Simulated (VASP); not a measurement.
# ZnSb3 (Pm-3m) in VASP: notebook, part 2 of 3

VASP 6.6.1. Earlier steps stand in the parts before.

## 3. Single point, PBE

This run uses another cell than the first one, of 25.69 Å³/atom, 1.077 times its volume.

INCAR reads:

```
PREC = Accurate
ENCUT = 520
EDIFF = 1E-6
ISMEAR = 0
SIGMA = 0.1
LREAL = F
LASPH = T
NELM = 100
ALGO = Normal
ISIF = 2
LWAVE = F
LCHARG = T
GGA = PE
LELF = T
LVHAR = T
NBANDS = 22
```

KPOINTS reads:

```
regular mesh
0
Gamma
  4 4 4
```

POSCAR reads:

```
ZnSb3
1.0
    4.6841989041      0.0000000000      0.0000000000
    0.0000000000      4.6841989041      0.0000000000
    0.0000000000      0.0000000000      4.6841989041
Zn Sb
1 3
Direct
    0.0000000000      0.0000000000      0.0000000000
    0.0000000000      0.5000000000      0.5000000000
    0.5000000000      0.0000000000      0.5000000000
    0.5000000000      0.5000000000      0.0000000000
```

Potentials or basis: VASP PAW PBE potentials, release 64 (Zn, Sb).

Command:

```
$ cat potpaw_PBE.64/Zn/POTCAR potpaw_PBE.64/Sb/POTCAR > POTCAR
$ mpirun -np 1 vasp_std > vasp.out
```

OUTCAR:

```text
PREC = Accurate
   ENCUT = 520
   EDIFF = 1E-6
   ISMEAR = 0
   LREAL = F
   LASPH = T
   NELM = 100
   ISIF = 2
   GGA = PE

 ion  position               nearest neighbor table
   1  0.000  0.000  0.000-   2 3.31   3 3.31   4 3.31   2 3.31   3 3.31   2 3.31   4 3.31   2 3.31
                             3 3.31   4 3.31   3 3.31   4 3.31
   2  0.000  0.500  0.500-   1 3.31   3 3.31   4 3.31   1 3.31   4 3.31   1 3.31   3 3.31   1 3.31
                             3 3.31   4 3.31   4 3.31   3 3.31
   3  0.500  0.000  0.500-   1 3.31   2 3.31   4 3.31   1 3.31   4 3.31   2 3.31   4 3.31   4 3.31
[... 438 lines left out ...]
  --------------------------------------------------------------------------------------
  -------------------------------------------------------------------------------------
  Total       -0.2148100     -0.2148100     -0.2148100      0.0000000     -0.0000000      0.0000000
  in kB       -3.3485682     -3.3485682     -3.3485682      0.0000000     -0.0000000      0.0000000
  external PRESSURE =      -3.3485682 kB  Pullay stress =       0.0000000 kB

 VOLUME and BASIS-vectors are now :
 -----------------------------------------------------------------------------
  energy-cutoff  :      520.00
  volume of cell :      102.78
      direct lattice vectors                 reciprocal lattice vectors
     4.684198904  0.000000000  0.000000000     0.213483676  0.000000000  0.000000000
     0.000000000  4.684198904  0.000000000     0.000000000  0.213483676  0.000000000
     0.000000000  0.000000000  4.684198904     0.000000000  0.000000000  0.213483676

 POSITION                                       TOTAL-FORCE (eV/Angst)
 -----------------------------------------------------------------------------------
      0.00000      0.00000      0.00000         0.000000      0.000000      0.000000
      0.00000      2.34210      2.34210         0.000000      0.000000      0.000000
      2.34210      0.00000      2.34210         0.000000      0.000000      0.000000
      2.34210      2.34210      0.00000         0.000000      0.000000      0.000000
 -----------------------------------------------------------------------------------
    total drift:                               -0.000000     -0.000000     -0.000000

  FREE ENERGIE OF THE ION-ELECTRON SYSTEM (eV)
  ---------------------------------------------------
  free  energy   TOTEN  =       -12.2594381444 eV

  energy  without entropy=      -12.2314015432  energy(sigma->0) =      -12.24541984
```

Wall time 15 s (1 thread of AMD EPYC 7R13 (Zen 3), shared host); peak memory 0.18 GiB.

What came out:

| Item | Value |
| --- | --- |
| Free energy | -12.2594 eV |
| Pressure | -0.3 GPa |

Caveat: spin-orbit coupling is left out, which moves the levels of the heavy elements.

## 4. Relaxation of cell and atoms, PBE

INCAR reads:

```
SYSTEM = ZnSb3
ALGO     = Normal         ! electronic algorithm
EDIFF    = 1E-7           ! SCF threshold, eV
EDIFFG   = -0.04          ! ionic threshold
ENCUT    = 600            ! plane-wave cutoff, eV
GGA      = PE             ! functional
IBRION   = 2              ! ionic algorithm
ISIF     = 3              ! what is computed and relaxed
ISMEAR   = 0              ! smearing method
LASPH    = .TRUE.         ! aspherical terms in the spheres
LCHARG   = .FALSE.        ! write CHGCAR
LREAL    = .FALSE.        ! projectors in reciprocal space
LWAVE    = .FALSE.        ! write WAVECAR
NELM     = 60             ! most SCF steps
NSW      = 90             ! ionic steps
PREC     = Accurate       ! precision mode
SIGMA    = 0.1            ! smearing width, eV
```

KPOINTS reads:

```
k-points
0
G
  4 4 4
  0 0 0
```

POSCAR reads:

```
ZnSb3
1.0
    4.5702454254      0.0000000000      0.0000000000
    0.0000000000      4.5702454254      0.0000000000
    0.0000000000      0.0000000000      4.5702454254
Zn Sb
1 3
Direct
    0.0000000000      0.0000000000      0.0000000000
    0.0000000000      0.5000000000      0.5000000000
    0.5000000000      0.0000000000      0.5000000000
    0.5000000000      0.5000000000      0.0000000000
```

Potentials or basis: VASP PAW PBE potentials, release 64 (Zn, Sb).

Command:

```
$ cat potpaw_PBE.64/Zn/POTCAR potpaw_PBE.64/Sb/POTCAR > POTCAR
$ mpirun -np 1 vasp_std > vasp.out
```

OUTCAR:

```text
SYSTEM = ZnSb3
   EDIFF = 1E-7
   EDIFFG = -0.04
   ENCUT = 600
   GGA = PE
   IBRION = 2
   ISIF = 3
   ISMEAR = 0
   LASPH = .TRUE.
   LREAL = .FALSE.
   NELM = 60
   NSW = 90
   PREC = Accurate

 ion  position               nearest neighbor table
   1  0.000  0.000  0.000-   2 3.23   3 3.23   4 3.23   2 3.23   3 3.23   2 3.23   4 3.23   2 3.23
                             3 3.23   4 3.23   3 3.23   4 3.23
   2  0.000  0.500  0.500-   1 3.23   3 3.23   4 3.23   1 3.23   4 3.23   1 3.23   3 3.23   1 3.23
                             3 3.23   4 3.23   4 3.23   3 3.23
   3  0.500  0.000  0.500-   1 3.23   2 3.23   4 3.23   1 3.23   4 3.23   2 3.23   4 3.23   4 3.23
                             1 3.23   2 3.23   1 3.23   2 3.23
   4  0.500  0.500  0.000-   1 3.23   2 3.23   3 3.23   2 3.23   3 3.23   1 3.23   3 3.23   3 3.23
                             1 3.23   2 3.23   2 3.23   1 3.23

[... 181 lines left out ...]
  -------------------------------------------------------------------------------------
  Total        2.6342960      2.6342960      2.6342960      0.0000000      0.0000000      0.0000000
  in kB       44.2136727     44.2136727     44.2136727      0.0000000      0.0000000      0.0000000
  external PRESSURE =      44.2136727 kB  Pullay stress =       0.0000000 kB
[... 63 lines left out ...]
--------------------------------------- Ionic step        3  -------------------------------------------

 number of electron      27.0000018 magnetization

 Free energy of the ion-electron system (eV)
  ---------------------------------------------------
  ext. energy  EPLUGINS =         0.00000000
  ---------------------------------------------------
  free energy    TOTEN  =       -12.25949102 eV

  energy without entropy =      -12.23147976  energy(sigma->0) =      -12.24548539

 E-fermi :   6.7816     XC(G=0): -10.1538

 val. band max:        6.7454827635   @ k =   0.2500   0.2500   0.0000
 cond. band min:       6.8076305147   @ k =   0.2500   0.0000   0.0000
 fundamental gap:      0.0621477511
 Fermi energy:         6.7816309182

 k-point     1 :       0.0000    0.0000    0.0000
  band No.  band energies     occupation
      1      -5.4977      2.00000
      2      -0.5892      2.00000
      3      -0.5892      2.00000
      4       0.2806      2.00000
      5       0.2806      2.00000
      6       0.2806      2.00000
[... 220 lines left out ...]
  FREE ENERGIE OF THE ION-ELECTRON SYSTEM (eV)
  ---------------------------------------------------
  free  energy   TOTEN  =       -12.2594910162 eV

  energy  without entropy=      -12.2314797589  energy(sigma->0) =      -12.24548539

 reached required accuracy - stopping structural energy minimisation
```

OSZICAR:

```text
N       E                     dE             d eps       ncg     rms          rms(c)
DAV:   1     0.156308522797E+03    0.15631E+03   -0.12131E+04   340   0.163E+03
DAV:   2    -0.477032164588E+00   -0.15679E+03   -0.15439E+03   378   0.310E+02
DAV:   3    -0.119708528646E+02   -0.11494E+02   -0.11274E+02   426   0.780E+01
[... 32 lines left out ...]
DAV:   7    -0.122594924758E+02    0.77921E-07   -0.26552E-05   360   0.626E-02    0.665E-03
DAV:   8    -0.122594914276E+02    0.10482E-05   -0.25471E-06   368   0.126E-02    0.100E-03
DAV:   9    -0.122594912184E+02    0.20930E-06   -0.15688E-07   186   0.637E-03    0.683E-04
DAV:  10    -0.122594910147E+02    0.20361E-06   -0.34930E-08   170   0.135E-03    0.112E-04
DAV:  11    -0.122594910162E+02   -0.14184E-08   -0.39111E-09   170   0.562E-04
   3 F= -.12259491E+02 E0= -.12245485E+02  d E =-.863032E-01
```

CONTCAR:

```text
ZnSb3
   1.00000000000000
     4.6739205875172312    0.0000000000000000    0.0000000000000000
     0.0000000000000000    4.6739205875172312   -0.0000000000000000
     0.0000000000000000    0.0000000000000000    4.6739205875172312
  Zn              Sb
     1     3
Direct
     0.0000000000000000    0.0000000000000000    0.0000000000000000
     0.0000000000000000    0.5000000000000000    0.5000000000000000
     0.5000000000000000    0.0000000000000000    0.5000000000000000
     0.5000000000000000    0.5000000000000000    0.0000000000000000

  0.00000000E+00  0.00000000E+00  0.00000000E+00
  0.00000000E+00  0.00000000E+00  0.00000000E+00
  0.00000000E+00  0.00000000E+00  0.00000000E+00
  0.00000000E+00  0.00000000E+00  0.00000000E+00
```

Run time: 45 s. Hardware: 1 thread of AMD EPYC 7R13 (Zen 3), shared host; peak memory 0.22 GiB.

Results:

```yaml
Free_energy: -12.2595 eV
Relaxed_volume: 25.53 Å³/atom
Relaxed_cell: a = 4.674 Å, b = 4.674 Å, c = 4.674 Å, α = 90.00°, β = 90.00°, γ = 90.00°
Space_group_after_relaxing_to_0.05_Å: Pm-3m (No. 221)
Energy_gained_by_relaxing: 21.6 meV/atom
Ionic_steps: 3
Pressure_after_relaxing: 0.0 GPa
```

The path:
| step | energy change (eV) | largest force (eV/Å) | pressure (GPa) | volume (Å³) |
| --- | --- | --- | --- | --- |
| 1 | 0.0000 | 0.0000 | 4.42 | 95.46 |
| 2 | -0.0741 | 0.0000 | -1.39 | 104.85 |
| 3 | -0.0863 | 0.0000 | 0.01 | 102.10 |

Final structure:
```yaml
crystal:
  lattice:
    - [4.67392, 0.00000, 0.00000]
    - [0.00000, 4.67392, 0.00000]
    - [0.00000, 0.00000, 4.67392]
  atoms:
    - { symbol: Zn, position: [0.00000, 0.00000, 0.00000] }
    - { symbol: Sb, position: [0.00000, 0.50000, 0.50000] }
    - { symbol: Sb, position: [0.50000, 0.00000, 0.50000] }
    - { symbol: Sb, position: [0.50000, 0.50000, 0.00000] }
```

Levels at points of the mesh, in eV from the Fermi level:
```tsv
k point	band 9	band 10	band 11	band 12	band 13	band 14	band 15	band 16	band 17
(0.00, 0.00, 0.00)	-4.14	-4.14	-4.14	-1.95	0.99	0.99	0.99	2.52	2.52
(0.50, 0.00, 0.00)	-2.82	-2.78	-2.78	-1.56	-1.56	-0.65	-0.59	2.74	2.74
(0.50, 0.50, 0.00)	-5.60	-2.31	-1.26	-0.91	-0.91	-0.71	-0.71	0.83	2.32
(0.50, 0.50, 0.50)	-5.95	-4.67	-4.67	-4.67	-2.98	4.11	4.11	4.51	4.51
```

Caveat: spin-orbit coupling is left out, which moves the levels of the heavy elements.

[end of part 2 of 3]
